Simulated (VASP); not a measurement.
# SiC (P6_3mc) in VASP: notebook, part 2 of 2

VASP 6.6.1. The steps go on from the part before.

### Step 3. Electric field gradients, r2SCAN

Input file POSCAR:

```
SiC
1.0
    3.0766210102      0.0000000000      0.0000000000
   -1.5383105051      2.6644319527      0.0000000000
    0.0000000000      0.0000000000     15.0980843200
Si C
6 6
Direct
    0.3333333333      0.6666666667      0.8329861500
    0.6666666667      0.3333333333      0.3329861500
    0.6666666667      0.3333333333      0.6665006000
    0.3333333333      0.6666666667      0.1665006000
    0.0000000000      0.0000000000      0.4997294200
    0.0000000000      0.0000000000      0.9997294200
    0.0000000000      0.0000000000      0.8743664100
    0.0000000000      0.0000000000      0.3743664100
    0.3333333333      0.6666666667      0.7079967800
    0.6666666667      0.3333333333      0.2079967800
    0.6666666667      0.3333333333      0.5415216400
    0.3333333333      0.6666666667      0.0415216400
```

Input file INCAR.step1:

```
PREC = Accurate
ENCUT = 520
ISMEAR = -1
SIGMA = 0.02
LREAL = F
LASPH = T
NELM = 60
NBANDS = 36
GGA = PE
ALGO = Normal
EDIFF = 1E-4
LWAVE = T
LCHARG = F
```

Input file INCAR.step2:

```
PREC = Accurate
ENCUT = 520
EDIFF = 1E-8
ISMEAR = -1
SIGMA = 0.02
LREAL = F
LASPH = T
NELM = 60
ALGO = Normal
ISIF = 2
LWAVE = F
LCHARG = F
METAGGA = R2SCAN
LMIXTAU = T
LEFG = T
NBANDS = 36
ISTART = 1
```

Input file KPOINTS:

```
regular mesh
0
Gamma
  10 10 2
```

Potentials or basis: VASP PAW PBE potentials, release 64 (Si, C).

Run with:

```sh
$ cat potpaw_PBE.64/Si/POTCAR potpaw_PBE.64/C/POTCAR > POTCAR
$ cp INCAR.step1 INCAR
$ mpirun -np 1 vasp_std > vasp.out
$ cp INCAR.step2 INCAR
$ mpirun -np 1 vasp_std > vasp.out
```

OUTCAR:

```text
PREC = Accurate
   ENCUT = 520
   EDIFF = 1E-8
   ISMEAR = -1
   LREAL = F
   LASPH = T
   NELM = 60
   ISIF = 2
   METAGGA = R2SCAN
   ISTART = 1

 ion  position               nearest neighbor table
   1  0.333  0.667  0.833-   7 1.88   7 1.88   7 1.88   9 1.89   3 3.08   3 3.08   3 3.08   6 3.08
                             6 3.08   6 3.08
   2  0.667  0.333  0.333-   8 1.88   8 1.88   8 1.88  10 1.89   4 3.08   4 3.08   4 3.08   5 3.08
                             5 3.08   5 3.08
   3  0.667  0.333  0.667-   9 1.88   9 1.88   9 1.88  11 1.89   1 3.08   1 3.08   1 3.08   5 3.08
                             5 3.08   5 3.08
   4  0.333  0.667  0.167-  10 1.88  10 1.88  10 1.88  12 1.89   2 3.08   2 3.08   2 3.08   6 3.08
                             6 3.08   6 3.08
   5  0.000  0.000  0.500-  11 1.89  11 1.89  11 1.89   8 1.89   2 3.08   2 3.08   2 3.08   3 3.08
                             3 3.08   3 3.08
   6  0.000  0.000  1.000-  12 1.89  12 1.89  12 1.89   7 1.89   1 3.08   1 3.08   1 3.08   4 3.08
                             4 3.08   4 3.08
   7  0.000  0.000  0.874-   1 1.88   1 1.88   1 1.88   6 1.89
   8  0.000  0.000  0.374-   2 1.88   2 1.88   2 1.88   5 1.89
   9  0.333  0.667  0.708-   3 1.88   3 1.88   3 1.88   1 1.89
  10  0.667  0.333  0.208-   4 1.88   4 1.88   4 1.88   2 1.89
  11  0.667  0.333  0.542-   5 1.89   5 1.89   5 1.89   3 1.89
  12  0.333  0.667  0.042-   6 1.89   6 1.89   6 1.89   4 1.89

  LATTYP: Found a hexagonal cell.
 ALAT       =     3.0766210102
 C/A-ratio  =     4.9073591677
[... 1199 lines left out ...]
   6       0.207     0.207    -0.414    -0.000    -0.000     0.000
   7      -1.090    -1.090     2.181    -0.000    -0.000     0.000
   8      -1.090    -1.090     2.181    -0.000     0.000    -0.000
   9      -0.087    -0.087     0.174    -0.000    -0.000     0.000
  10      -0.087    -0.087     0.174    -0.000     0.000    -0.000
  11      -0.221    -0.222     0.443    -0.000    -0.000     0.000
  12      -0.221    -0.222     0.443    -0.000     0.000    -0.000
---------------------------------------------------------------------

 Electric field gradients after diagonalization (V/A^2)
 (convention: |V_zz| > |V_xx| > |V_yy|)
----------------------------------------------------------------------
 ion       V_xx      V_yy      V_zz     asymmetry (V_yy - V_xx)/ V_zz
----------------------------------------------------------------------
   1      -1.359    -1.358     2.717       0.000
   2      -1.359    -1.358     2.717       0.000
   3      -0.985    -0.985     1.970       0.000
   4      -0.985    -0.985     1.970       0.000
   5       0.207     0.207    -0.414       0.001
   6       0.207     0.207    -0.414       0.001
   7      -1.091    -1.090     2.181       0.000
   8      -1.091    -1.090     2.181       0.000
   9      -0.087    -0.087     0.174       0.002
  10      -0.087    -0.087     0.174       0.002
  11      -0.222    -0.221     0.443       0.001
  12      -0.222    -0.221     0.443       0.001
----------------------------------------------------------------------

           NMR quadrupolar parameters

 Cq : quadrupolar parameter    Cq=e*Q*V_zz/h
 eta: asymmetry parameters     (V_yy - V_xx)/ V_zz
 Q  : nuclear electric quadrupole moment in mb (millibarn)
----------------------------------------------------------------------
 ion       Cq(MHz)       eta       Q (mb)
----------------------------------------------------------------------
   1       0.007       0.000       1.000
   2       0.007       0.000       1.000
   3       0.005       0.000       1.000
   4       0.005       0.000       1.000
   5      -0.001       0.001       1.000
   6      -0.001       0.001       1.000
   7       0.005       0.000       1.000
   8       0.005       0.000       1.000
   9       0.000       0.002       1.000
  10       0.000       0.002       1.000
  11       0.001       0.001       1.000
  12       0.001       0.001       1.000
----------------------------------------------------------------------
```

Run time: 14 min. Hardware: 1 thread of Intel Xeon 8259CL, shared host; peak memory 0.3 GiB.

What came out:

```
Free energy                             : -115.9640 eV
Pressure                                : 0.2 GPa
Largest force                           : 0.005 eV/Å
Band gap on the k mesh                  : 2.40 eV (least direct gap 3.56 eV)
Largest electric field gradient by atom : Si +2.7, +2.0, -0.4 (each value once); C +2.2, +0.2, +0.4 (each value once) V/Å²
```

Forces on the atoms (eV/Å):
```
Si   0.000  0.000  0.000
Si   0.000  0.000  0.000
Si   0.000  0.000 -0.001
Si   0.000  0.000 -0.001
Si   0.000  0.000 -0.005
Si   0.000  0.000 -0.005
C    0.000  0.000  0.002
C    0.000  0.000  0.002
C    0.000  0.000  0.000
C    0.000  0.000  0.000
C    0.000  0.000  0.004
C    0.000  0.000  0.004
```

Electric field gradients, principal values (V/Å²):
| atom | least | middle | greatest (by size) |
| --- | --- | --- | --- |
| 1 Si | -1.358 | -1.359 | 2.717 |
| 2 Si | -1.358 | -1.359 | 2.717 |
| 3 Si | -0.985 | -0.985 | 1.970 |
| 4 Si | -0.985 | -0.985 | 1.970 |
| 5 Si | 0.207 | 0.207 | -0.414 |
| 6 Si | 0.207 | 0.207 | -0.414 |
| 7 C | -1.090 | -1.091 | 2.181 |
| 8 C | -1.090 | -1.091 | 2.181 |
| 9 C | -0.087 | -0.087 | 0.174 |
| 10 C | -0.087 | -0.087 | 0.174 |
| 11 C | -0.221 | -0.222 | 0.443 |
| 12 C | -0.221 | -0.222 | 0.443 |

Caveat: without QUAD_EFG the Cq values of the log hold for a quadrupole moment of 1 mb, not for the nuclei; the PAW data sets were made with another functional, which shifts forces and pressure a little. A k mesh can miss the band edges.
